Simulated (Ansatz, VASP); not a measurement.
**Two plane-wave programs on MnSi**

```
Mn Si
1.0
    -1.70973    1.70973    2.41767
     1.70973   -1.70973    2.41767
     1.70973    1.70973   -2.41767
Mn Si
1 1
Direct
  0.50000 0.50000 0.00000
  0.00000 0.00000 0.00000
```

Alike in both runs: functional PBE; k mesh 6 × 6 × 6; occupations gaussian, width 0.1 eV; collinear spin.

Ansatz relaxed the structure, and its values are those at the end. VASP's run is a single point on that final structure, the one shown.

```csv
,VASP,Ansatz
version,VASP 6.6.1,Ansatz 0.2.0
potentials or method,"VASP PAW PBE potentials, release 64 (Mn_pv, Si), cutoff 520 eV","scalar-relativistic, plane waves, PAW"
valence electrons in the cell,17,19
```

|  | VASP | Ansatz | Ansatz less VASP |
| --- | --- | --- | --- |
| gap on the k mesh at the Fermi level (eV) | none | none | - |
| pressure (GPa) | 0.0 | 0.0 | +0.04 |
| net moment per atom (μB) | 1.19 | 1.19 | +0.001 |
| size of the moment on the site where the two differ most (μB) | 2.50 | 2.41 | -0.091 |

Site moments also hang on the region over which each program counts them. A gap of «none» marks a metal or a gap that the smearing closes. The functional is the same, so the differences come from potentials, cutoffs and numerics. VASP's potentials hold 17 valence electrons a cell and Ansatz's 19, so a difference there can come from the potentials and not from the codes.

The k mesh is coarse, so the values compare programs but aren't converged.
